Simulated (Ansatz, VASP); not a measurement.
# Two plane-wave programs on Sn2TeS

```
Sn Te S
1.0
     4.24415    0.00000    0.00000
    -2.12208    3.67554    0.00000
     0.00000    0.00000    7.55091
Sn Te S
2 1 1
Direct
  0.00000 0.00000 0.27162
  0.00000 0.00000 0.72838
  0.33333 0.66667 0.00000
  0.66667 0.33333 0.50000
```

Change from the starting cell: species swapped into the BiPt2Pb type (P-6m2, No. 187).

Alike in both runs: task relaxation of cell and atoms; functional PBE; k mesh 12 × 12 × 6; occupations gaussian, width 0.1 eV; no spin polarisation.

|  | VASP | Ansatz |
| --- | --- | --- |
| version | VASP 6.6.1 | Ansatz 0.2.0 |
| potentials or method | VASP PAW PBE potentials, release 64 (Sn_d, Te, S), cutoff 600 eV | scalar-relativistic, plane waves, PAW |
| valence electrons in the cell | 40 | 50 |

```csv
,VASP,Ansatz,Ansatz less VASP
"gap on the k mesh at the Fermi level, each at its own relaxed structure (eV)",none,none,-
relaxed volume (Å³/atom),29.35,29.38,+0.026
relaxed length of the cell vector where the two differ most in proportion (Å),7.530,7.521,-0.0088
```

A gap of «none» marks a metal or a gap that the smearing closes. VASP's potentials hold 40 valence electrons a cell and Ansatz's 50, so a difference there can come from the potentials and not from the codes.

Spin-orbit coupling is off throughout.
